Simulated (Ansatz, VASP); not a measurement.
## Ca2C in VASP and in Ansatz

```
Ca C
1.0
     6.05564    0.00000    0.00000
     0.00000    3.97771    0.00000
     0.00000    0.00000    7.25922
Ca C
8 4
Direct
  0.34713 0.75000 0.08809
  0.65287 0.25000 0.91191
  0.84713 0.75000 0.41191
  0.15287 0.25000 0.58809
  0.01213 0.25000 0.17520
  0.98787 0.75000 0.82480
  0.51213 0.25000 0.32480
  0.48787 0.75000 0.67520
  0.75141 0.25000 0.59315
  0.24859 0.75000 0.40685
  0.25141 0.25000 0.90685
  0.74859 0.75000 0.09315
```

Alike in both runs: task single point; functional PBE; k mesh 6 × 8 × 4; occupations gaussian, width 0.02 eV; no spin polarisation.

|  | VASP | Ansatz |
| --- | --- | --- |
| version | VASP 6.6.1 | Ansatz 0.2.0 |
| potentials or method | VASP PAW PBE potentials, release 64 (Ca_sv, C), cutoff 520 eV | scalar-relativistic, plane waves, PAW |
| valence electrons in the cell | 96 | 96 |

|  | VASP | Ansatz | Ansatz less VASP |
| --- | --- | --- | --- |
| gap on the k mesh at the Fermi level (eV) | 0.61 | 0.63 | +0.011 |
| least direct gap on the mesh (eV) | 0.61 | 0.63 | +0.011 |
| pressure (GPa) | 24.6 | 24.0 | -0.58 |
| rms of the force components (eV/Å) | 0.004 | 0.000 | -0.0040 |

Atom by atom the forces differ by 0.004 eV/Å (rms over components).
